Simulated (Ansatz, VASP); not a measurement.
Cu4Si3 in VASP and in Ansatz

```
CELL_PARAMETERS angstrom
4.79644 0.00000 0.00000
0.00000 4.79644 0.00000
0.00000 0.00000 4.79644
ATOMIC_POSITIONS crystal
Si 0.00000 0.00000 0.50000
Si 0.50000 0.00000 0.00000
Si 0.00000 0.50000 0.00000
Cu 0.68375 0.31625 0.31625
Cu 0.31625 0.68375 0.31625
Cu 0.31625 0.31625 0.68375
Cu 0.68375 0.68375 0.68375
```

Change from the starting cell: species swapped into the Si3As4 type (P-43m, No. 215).

Alike in both runs: functional PBE; k mesh 4 × 4 × 4; occupations gaussian, width 0.1 eV; no spin polarisation.

Ansatz relaxed the structure, and its values are those at the end. VASP's run is a single point on that final structure, the one shown.

|  | VASP | Ansatz |
| --- | --- | --- |
| version | VASP 6.6.1 | Ansatz 0.2.0 |
| potentials or method | VASP PAW PBE potentials, release 64 (Si, Cu), cutoff 520 eV | scalar-relativistic, plane waves, PAW |
| valence electrons in the cell | 56 | 88 |

Ansatz gave:

| Item | Value |
| --- | --- |
| gap on the k mesh at the Fermi level (eV) | none |
| pressure (GPa) | 0.1 |
| rms of the force components (eV/Å) | 0.016 |

**Question.** Which values does VASP return?

**Answer.** gap on the k mesh at the Fermi level (eV): none; pressure (GPa): 0.4; rms of the force components (eV/Å): 0.025.

A gap of «none» marks a metal or a gap that the smearing closes. The functional is the same, so the differences come from potentials, cutoffs and numerics. VASP's potentials hold 56 valence electrons a cell and Ansatz's 88, so a difference there can come from the potentials and not from the codes.
